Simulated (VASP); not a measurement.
# Al in VASP: further runs

The runs below take Al through single point, relaxation of the atoms, with LDA.

Everything below comes from runs of VASP 6.6.1. Logs are shortened: lines on timing, memory, paths and dates and some standing lists are left out, and cuts for length are marked.

### 1 The cell of the first run

The cell holds a slab with vacuum, 5 atoms: a = 2.817 Å, b = 2.817 Å, c = 25.200 Å, α = 90.00°, β = 90.00°, γ = 120.00°.

### 2 Single point, LDA

Input file INCAR:

```
SYSTEM = Al
PREC = Accurate
ENCUT = 520
EDIFF = 1E-6
ISMEAR = -1
SIGMA = 0.05
LREAL = .FALSE.
LASPH = .TRUE.
NELM = 100
ALGO = Normal
ISIF = 2
LWAVE = .FALSE.
LCHARG = .FALSE.
LDIPOL = .TRUE.
IDIPOL = 3
DIPOL = 0.5 0.5 0.500
NBANDS = 16
```

Input file KPOINTS:

```
Automatic mesh
0
G
  13 13 1
  0 0 0
```

Input file POSCAR:

```
Al
1.0
    2.8168008949      0.0000000000      0.0000000000
   -1.4084004474      2.4394211324      0.0000000000
    0.0000000000      0.0000000000     25.1996000000
Al
5
Direct
    0.8333333333      0.1666666667      0.3149920906
    0.1666666667      0.8333333333      0.4080683962
    0.5000000000      0.5000000000      0.5000000060
    0.8333333333      0.1666666667      0.5919315975
    0.1666666667      0.8333333333      0.6850079097
```

Potentials or basis: VASP PAW LDA potentials, release 64 (Al).

Command:

```console
cat potpaw_LDA.64/Al/POTCAR > POTCAR
mpirun -np 1 vasp_std > vasp.out
```

OUTCAR:

```text
SYSTEM = Al
   PREC = Accurate
   ENCUT = 520
   EDIFF = 1E-6
   ISMEAR = -1
   LREAL = .FALSE.
   LASPH = .TRUE.
   NELM = 100
   ISIF = 2

 ion  position               nearest neighbor table
   1  0.833  0.167  0.315-   2 2.85   2 2.85   2 2.85
   2  0.167  0.833  0.408-   3 2.83   3 2.83   3 2.83   1 2.85   1 2.85   1 2.85
   3  0.500  0.500  0.500-   4 2.83   4 2.83   4 2.83   2 2.83   2 2.83   2 2.83
   4  0.833  0.167  0.592-   3 2.83   3 2.83   3 2.83   5 2.85   5 2.85   5 2.85
   5  0.167  0.833  0.685-   4 2.85   4 2.85   4 2.85

  LATTYP: Found a hexagonal cell.
 ALAT       =     2.8168008949
 C/A-ratio  =     8.9461772203

  Lattice vectors:

 A1 = (   2.8168008949,   0.0000000000,   0.0000000000)
 A2 = (  -1.4084004474,   2.4394211324,   0.0000000000)
 A3 = (   0.0000000000,   0.0000000000,  25.1996000000)

Analysis of symmetry for initial positions (statically):
=====================================================================
 Subroutine PRICEL returns:
 Original cell was already a primitive cell.

 Routine SETGRP: Setting up the symmetry group for a
 hexagonal supercell.

 Subroutine GETGRP returns: Found 12 space group operations
 (whereof  4 operations were pure point group operations)
 out of a pool of 24 trial point group operations.

The static configuration has the point symmetry C_2h.
 The point group associated with its full space group is D_3d.

Analysis of symmetry for dynamics (positions and initial velocities):
=====================================================================
 Subroutine PRICEL returns:
 Original cell was already a primitive cell.

 Routine SETGRP: Setting up the symmetry group for a
 hexagonal supercell.

 Subroutine GETGRP returns: Found 12 space group operations
 (whereof  4 operations were pure point group operations)
 out of a pool of 24 trial point group operations.

The dynamic configuration has the point symmetry C_2h.
 The point group associated with its full space group is D_3d.

 Subroutine INISYM returns: Found 12 space group operations
 (whereof  4 operations are pure point group operations),
 and found     1 'primitive' translations

----------------------------------------------------------------------------------------

                                     Primitive cell

  volume of cell :     173.1556

  direct lattice vectors                    reciprocal lattice vectors
     2.816800895  0.000000000  0.000000000     0.355012668  0.204966659  0.000000000
    -1.408400447  2.439421132  0.000000000     0.000000000  0.409933318  0.000000000
     0.000000000  0.000000000 25.199600000     0.000000000  0.000000000  0.039683170

  length of vectors
     2.816800895  2.816800895 25.199600000     0.409933318  0.409933318  0.039683170

  position of ions in fractional coordinates (direct lattice)
     0.833333333  0.166666667  0.314992091
     0.166666667  0.833333333  0.408068396
     0.500000000  0.500000000  0.500000006
     0.833333333  0.166666667  0.591931598
     0.166666667  0.833333333  0.685007910

  ion indices of the primitive-cell ions
   primitive index   ion index
                 1           1
                 2           2
                 3           3
                 4           4
                 5           5

----------------------------------------------------------------------------------------

 KPOINTS: Automatic mesh

Automatic generation of k-mesh.
 Grid dimensions read from file:
 generate k-points for:   13   13    1

 Generating k-lattice:

  Cartesian coordinates                     Fractional coordinates (reciprocal lattice)
     0.027308667  0.015766666  0.000000000     0.076923077  0.000000000  0.000000000
     0.000000000  0.031533332  0.000000000     0.000000000  0.076923077  0.000000000
     0.000000000  0.000000000  0.039683170     0.000000000  0.000000000  1.000000000

  Length of vectors
     0.031533332  0.031533332  0.039683170

  Shift w.r.t. Gamma in fractional coordinates (k-lattice)
     0.000000000  0.000000000  0.000000000

 Subroutine IBZKPT returns following result:
 ===========================================

 Found     21 irreducible k-points:

 Following reciprocal coordinates:
            Coordinates               Weight
  0.000000  0.000000  0.000000      1.000000
  0.076923  0.000000  0.000000      6.000000
  0.153846  0.000000  0.000000      6.000000
  0.230769  0.000000  0.000000      6.000000
  0.307692  0.000000  0.000000      6.000000
  0.384615  0.000000  0.000000      6.000000
[... 13 lines left out ...]
  0.384615  0.230769  0.000000      6.000000
  0.307692  0.307692  0.000000      6.000000
   k-points           NKPTS =     21   k-points in BZ     NKDIM =     21   number of bands    NBANDS=     16
   number of dos      NEDOS =    301   number of ions     NIONS =      5
   total plane-waves  NPLWV = 110592
   dimension x,y,z NGX =    24 NGY =   24 NGZ =  192
   dimension x,y,z NGXF=    48 NGYF=   48 NGZF=  384
   ions per type =               5
   NGX,Y,Z   is equivalent  to a cutoff of  14.16, 14.16, 12.67 a.u.
   NGXF,Y,Z  is equivalent  to a cutoff of  28.33, 28.33, 25.33 a.u.
 SYSTEM =  Al
   PREC   = accura    normal or accurate (medium, high low for compatibility)
   ISTART =      0    job   : 0-new  1-cont  2-samecut
   ICHARG =      2    charge: 1-file 2-atom 10-const
   ISPIN  =      1    spin polarized calculation?
   LNONCOLLINEAR =      F non collinear calculations
   LSORBIT =      F    spin-orbit coupling
   LASPH  =      T    aspherical Exc in radial PAW
   ENCUT  =  520.0 eV  38.22 Ry    6.18 a.u.   5.24  5.24 46.85*2*pi/ulx,y,z
   NELM   =    100;   NELMIN=  2; NELMDL= -5     # of ELM steps
   EDIFF  = 0.1E-05   stopping-criterion for ELM
   LREAL  =      F    real-space projection
   EDIFFG = 0.1E-04   stopping-criterion for IOM
   NSW    =      0    number of steps for IOM
   IBRION =     -1    ionic relax: 0-MD 1-quasi-New 2-CG
   NFREE  =      0    steps in history (QN), initial steepest desc. (CG)
   ISIF   =      2    stress and relaxation
   ISYM   =      2    0-nonsym 1-usesym 2-fastsym
   POTIM  = 0.5000    time-step for ionic-motion
   TEBEG  =    0.0;   TEEND  =   0.0 temperature during run
   PSTRESS=    0.0 pullay stress
   NELECT =      15.0000    total number of electrons
   NUPDOWN=      -1.0000    fix difference up-down
   EMIN   =  10.00;   EMAX   =-10.00  energy-range for DOS
   EFERMI =   0.00;   METHOD = LEGACY
   ISMEAR =    -1;   SIGMA  =   0.05  broadening in eV -4-tet -1-fermi 0-gaus
   EFERMI_NEDOS =   21; number of points for ismear=-14 and -15
   IALGO  =     38    algorithm
   IMIX   =      4    mixing-type and parameters
     AMIX     =   0.40;   BMIX     =  1.00
     AMIX_MAG =   1.60;   BMIX_MAG =  1.00
  volume/ion in A,a.u.               =      34.63       233.70
  Fermi-wavevector in a.u.,A,eV,Ry     =   0.724369  1.368859  7.139115  0.524710
  Thomas-Fermi vector in A             =   1.814821
   LORBIT       =      0    0 simple, 1 ext, 2 COOP (PROOUT), +10 PAW based schemes
   GGA     = CA    functional components
   LHFCALC =     F    Hartree Fock is set to
   AEXX    =    0.0000 exact exchange contribution
   IVDW    =     0    specifies the selected vdW correction
   LEPSILON=     F    determine dielectric tensor
   LRPA    =     F    only Hartree local field effects (RPA)
 non-spin polarized calculation
  energy-cutoff  :      520.00
  volume of cell :      173.16
 maximum number of plane-waves:      4689
 NGX is ok and might be reduce to    24
   NGX = 11   NGY = 11   NGZ = 93

 number of electron      15.0000000 magnetization

 dipolmoment           0.000000      0.000000      0.000000 electrons x Angstroem

 Free energy of the ion-electron system (eV)
  ---------------------------------------------------
  ext. energy  EPLUGINS =         0.00000000
  ---------------------------------------------------
  free energy    TOTEN  =       -20.10968392 eV

  energy without entropy =      -20.09242710  energy(sigma->0) =      -20.10105551

 E-fermi :   1.5047     XC(G=0):  -5.6013

 val. band max:        1.4774754944   @ k =   0.3846   0.2308   0.0000
 cond. band min:       1.5373502152   @ k =   0.2308   0.2308   0.0000
 fundamental gap:      0.0598747208
 Fermi energy:         1.5047495432

 k-point     1 :       0.0000    0.0000    0.0000
  band No.  band energies     occupation
      1      -9.5567      2.00000
      2      -8.8388      2.00000
      3      -7.7147      2.00000
      4      -6.2146      2.00000
      5      -4.2901      2.00000
      6      -2.2093      2.00000
[... 8 lines left out ...]
     15       9.8525      0.00000
     16      12.6925      0.00000

 k-point     2 :       0.0769    0.0000    0.0000
  band No.  band energies     occupation
      1      -9.4102      2.00000
      2      -8.6928      2.00000
      3      -7.5697      2.00000
      4      -6.0706      2.00000
      5      -4.1462      2.00000
      6      -2.0721      2.00000
[... 8 lines left out ...]
     15       9.9749      0.00000
     16      10.3320      0.00000

 k-point     3 :       0.1538    0.0000    0.0000
  band No.  band energies     occupation
      1      -8.9715      2.00000
      2      -8.2559      2.00000
      3      -7.1355      2.00000
      4      -5.6397      2.00000
      5      -3.7164      2.00000
      6      -1.6610      2.00000
[... 8 lines left out ...]
     15       8.3074      0.00000
     16       8.9558      0.00000

 k-point     4 :       0.2308    0.0000    0.0000
  band No.  band energies     occupation
      1      -8.2435      2.00000
      2      -7.5309      2.00000
      3      -6.4152      2.00000
      4      -4.9254      2.00000
      5      -3.0064      2.00000
      6      -0.9783      2.00000
[... 8 lines left out ...]
     15       7.5960      0.00000
     16       8.5601      0.00000

 k-point     5 :       0.3077    0.0000    0.0000
  band No.  band energies     occupation
      1      -7.2310      2.00000
      2      -6.5226      2.00000
      3      -5.4140      2.00000
      4      -3.9344      2.00000
      5      -2.0317      2.00000
      6      -0.0416      2.00000
[... 8 lines left out ...]
     15       7.8852      0.00000
     16       8.2291      0.00000

 k-point     6 :       0.3846    0.0000    0.0000
  band No.  band energies     occupation
      1      -5.9404      2.00000
      2      -5.2381      2.00000
      3      -4.1406      2.00000
      4      -2.6837      2.00000
      5      -0.9422      2.00000
      6      -0.4281      2.00000
[... 8 lines left out ...]
     15       7.8294      0.00000
     16       7.8763      0.00000
[... 210 lines left out ...]
 k-point    18 :       0.2308    0.2308    0.0000
  band No.  band energies     occupation
      1      -5.6553      2.00000
      2      -4.9542      2.00000
      3      -3.8587      2.00000
      4      -2.4027      2.00000
      5      -0.5699      2.00000
      6       1.1598      1.99798
[... 8 lines left out ...]
     15       5.2213      0.00000
     16       6.4769      0.00000

 k-point    19 :       0.3077    0.2308    0.0000
  band No.  band energies     occupation
      1      -4.2398      2.00000
      2      -3.5471      2.00000
      3      -2.4707      2.00000
      4      -1.0891      2.00000
      5      -0.6324      2.00000
      6      -0.0432      2.00000
[... 8 lines left out ...]
     15       4.7749      0.00000
     16       5.4762      0.00000

 k-point    20 :       0.3846    0.2308    0.0000
  band No.  band energies     occupation
      1      -2.5831      2.00000
      2      -2.5529      2.00000
      3      -1.9296      2.00000
      4      -1.8440      2.00000
      5      -0.9917      2.00000
      6      -0.7137      2.00000
[... 8 lines left out ...]
     15       4.4685      0.00000
     16       4.6943      0.00000

 k-point    21 :       0.3077    0.3077    0.0000
  band No.  band energies     occupation
      1      -2.7035      2.00000
      2      -2.0268      2.00000
      3      -1.0389      2.00000
      4      -0.9379      2.00000
      5      -0.8561      2.00000
      6      -0.3389      2.00000
[... 8 lines left out ...]
     15       4.4333      0.00000
     16       4.5265      0.00000

------------------------ aborting loop because EDIFF is reached ----------------------------------------

 vacuum level on the upper side and lower side of the slab       (xc-potential included)        -0.191        -0.191

  FORCE on cell =-STRESS in cart. coord.  units (eV):
  Direction    XX          YY          ZZ          XY          YZ          ZX
  --------------------------------------------------------------------------------------
  -------------------------------------------------------------------------------------
  Total       -1.6666788     -1.6666788     -0.0261065     -0.0000000      0.0000000     -0.0000000
  in kB      -15.4214753    -15.4214753     -0.2415583     -0.0000000      0.0000000     -0.0000000
  external PRESSURE =     -10.3615030 kB  Pullay stress =       0.0000000 kB

 VOLUME and BASIS-vectors are now :
 -----------------------------------------------------------------------------
  energy-cutoff  :      520.00
  volume of cell :      173.16
      direct lattice vectors                 reciprocal lattice vectors
     2.816800895  0.000000000  0.000000000     0.355012668  0.204966659  0.000000000
    -1.408400447  2.439421132  0.000000000     0.000000000  0.409933318  0.000000000
     0.000000000  0.000000000 25.199600000     0.000000000  0.000000000  0.039683170

 POSITION                                       TOTAL-FORCE (eV/Angst)
 -----------------------------------------------------------------------------------
      2.11260      0.40657      7.93767         0.000000     -0.000000      0.002358
     -0.70420      2.03285     10.28316        -0.000000     -0.000000      0.000284
      0.70420      1.21971     12.59980         0.000000     -0.000000      0.000000
      2.11260      0.40657     14.91644         0.000000      0.000000     -0.000284
     -0.70420      2.03285     17.26193        -0.000000      0.000000     -0.002358
 -----------------------------------------------------------------------------------
    total drift:                               -0.000000      0.000000      0.000001

  FREE ENERGIE OF THE ION-ELECTRON SYSTEM (eV)
  ---------------------------------------------------
  free  energy   TOTEN  =       -20.1096839173 eV

  energy  without entropy=      -20.0924271002  energy(sigma->0) =      -20.10105551

 vacuum level on the upper side and lower side of the slab         5.660         5.660
```

Run time: 75 s. Hardware: 1 thread of Intel Xeon Platinum 8375C at 2.90GHz (Ice Lake), shared host; peak memory 0.25 GiB.

Results:

```
Free energy            : -20.1097 eV
Band gap on the k mesh : zero (an odd number of electrons rules out a gap without spin polarisation)
```

Forces in eV/Å, atoms in the order of the input:
```
Al   0.000  0.000  0.002
Al   0.000  0.000  0.000
Al   0.000  0.000  0.000
Al   0.000  0.000  0.000
Al   0.000  0.000 -0.002
```

### 3 Single point, LDA

Input file INCAR:

```
SYSTEM = Al
ALGO = Normal
EDIFF = 1E-7
ENCUT = 520
ISIF = 2
ISMEAR = -1
LASPH = .TRUE.
LCHARG = .FALSE.
LREAL = .FALSE.
LWAVE = .FALSE.
NBANDS = 16
NELM = 80
PREC = Accurate
SIGMA = 0.05
```

Input file KPOINTS:

```
k-points
0
G
  13 13 1
  0 0 0
```

POSCAR is that of step 2.

Potentials or basis: VASP PAW LDA potentials, release 64 (Al).

Command:

```console
cat potpaw_LDA.64/Al/POTCAR > POTCAR
mpirun -np 1 vasp_std > vasp.out
```

Wall time 88 s (1 thread of Intel Xeon Platinum 8375C at 2.90GHz (Ice Lake), shared host); peak memory 0.24 GiB.

Results (log left out):

- Free energy: -20.1097 eV
- Band gap on the k mesh: zero (an odd number of electrons rules out a gap without spin polarisation)

Forces in eV/Å, atoms in the order of the input:
```
Al   0.000  0.000  0.002
Al   0.000  0.000  0.000
Al   0.000  0.000  0.000
Al   0.000  0.000  0.000
Al   0.000  0.000 -0.002
```

Levels at points of the mesh, in eV from the Fermi level:
| k point | band 4 | band 5 | band 6 | band 7 | band 8 | band 9 | band 10 | band 11 |
| --- | --- | --- | --- | --- | --- | --- | --- | --- |
| (0.00, 0.00, 0.00) | -7.72 | -5.79 | -3.71 | -1.30 | 1.05 | 2.96 | 4.07 | 4.39 |

Caveat: there is no dipole correction, which matters where the two faces differ.

(Continued in part 2 of 2.)

The gap in the log of VASP goes by the Fermi energy; the results here count the filled bands.